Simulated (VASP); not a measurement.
## Mn: single point with LDA

Mn:

```xyz
1
Lattice="0.0000 1.7158 1.7158 1.7158 0.0000 1.7158 1.7158 1.7158 0.0000" Properties=species:S:1:pos:R:3 pbc="T T T"
Mn    0.0000    0.0000    0.0000
```

```yaml
Program: VASP 6.6.1
Task: single point
Functional: LDA
Potentials_or_basis: VASP PAW LDA potentials, release 64 (Mn_pv)
Cutoff: 520 eV
k_mesh: 16 × 16 × 16
Occupations: fermi-dirac, width 0.136057 eV
Spin: no spin polarisation
Dipole_correction: no
Further_INCAR_settings: ALGO = Normal; EDIFF = 1e-07; NBANDS = 12
```

The pressure is 0.4 GPa.

Levels at points of the mesh, in eV from the Fermi level:
```csv
k point,band 5,band 6,band 7,band 8,band 9,band 10
"(0.00, 0.00, 0.00)",-1.24,-1.24,-1.24,0.58,0.58,21.87
"(0.50, 0.00, 0.00)",-1.39,-1.39,0.68,1.90,1.90,9.80
"(0.50, 0.50, 0.00)",-4.26,1.83,2.25,2.25,3.86,13.13
```

Wall time 6.1 s on 1 thread of Intel(R) Xeon(R) 6975P-C (Granite Rapids), on a shared host, peak memory 0.12 GiB.

Caveat: the run has no spin polarisation, though such a crystal can be magnetic. Spin polarisation is off, so any magnetic state and its effect on volume and gap are missing.
